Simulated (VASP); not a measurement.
Write the native input for VASP 6.6.1 that does the following.

* Task: single point
* Functional: r2SCAN
* Potentials or basis: VASP PAW PBE potentials, release 64 (Nb_sv, B)
* Cutoff: 520 eV
* k mesh: 18 × 18 × 12
* Occupations: gaussian, width 0.1 eV
* Spin: no spin polarisation
* Dipole correction: no
* Further INCAR settings: ALGO = Normal; EDIFF = 1e-07; NBANDS = 16

The system is NbB2.

```xyz
3
Lattice="3.1032 0.0000 0.0000 -1.5516 2.6875 0.0000 0.0000 0.0000 3.3209" Properties=species:S:1:pos:R:3 pbc="T T T"
Nb    0.0000    0.0000    0.0000
B     0.0000    1.7916    1.6605
B     1.5516    0.8958    1.6605
```

One way to write it, as run:

POSCAR

```
NbB2
1.0
    3.1032220650      0.0000000000      0.0000000000
   -1.5516110325      2.6874691419      0.0000000000
    0.0000000000      0.0000000000      3.3209281656
Nb B
1 2
Direct
    0.0000000000      0.0000000000      0.0000000000
    0.3333333333      0.6666666667      0.5000000000
    0.6666666667      0.3333333333      0.5000000000
```

INCAR.step1

```
  ALGO = Normal
  EDIFF = 1E-4
  ENCUT = 520
  GGA = PE
  ISMEAR = 0
  LASPH = T
  LCHARG = F
  LREAL = F
  LWAVE = T
  NBANDS = 16
  NELM = 80
  PREC = Accurate
  SIGMA = 0.1
```

INCAR.step2

```
  ALGO = Normal
  EDIFF = 1E-7
  ENCUT = 520
  ISIF = 2
  ISMEAR = 0
  ISTART = 1
  LASPH = T
  LCHARG = F
  LMIXTAU = T
  LREAL = F
  LWAVE = F
  METAGGA = R2SCAN
  NBANDS = 16
  NELM = 80
  PREC = Accurate
  SIGMA = 0.1
```

KPOINTS

```
k-points
0
Gamma
  18 18 12
```

Potentials or basis: VASP PAW PBE potentials, release 64 (Nb_sv, B).

Run with:

```sh
$ cat potpaw_PBE.64/Nb_sv/POTCAR potpaw_PBE.64/B/POTCAR > POTCAR
$ cp INCAR.step1 INCAR
$ mpirun -np 1 vasp_std > vasp.out
$ cp INCAR.step2 INCAR
$ mpirun -np 1 vasp_std > vasp.out
```

It gave:

The pressure is -0.2 GPa.

Caveat: the PAW data sets were made with another functional, which shifts forces and pressure a little.

Wall time 2.5 min on 1 thread of Intel(R) Xeon(R) 6975P-C (Granite Rapids), on a shared host, peak memory 0.23 GiB.
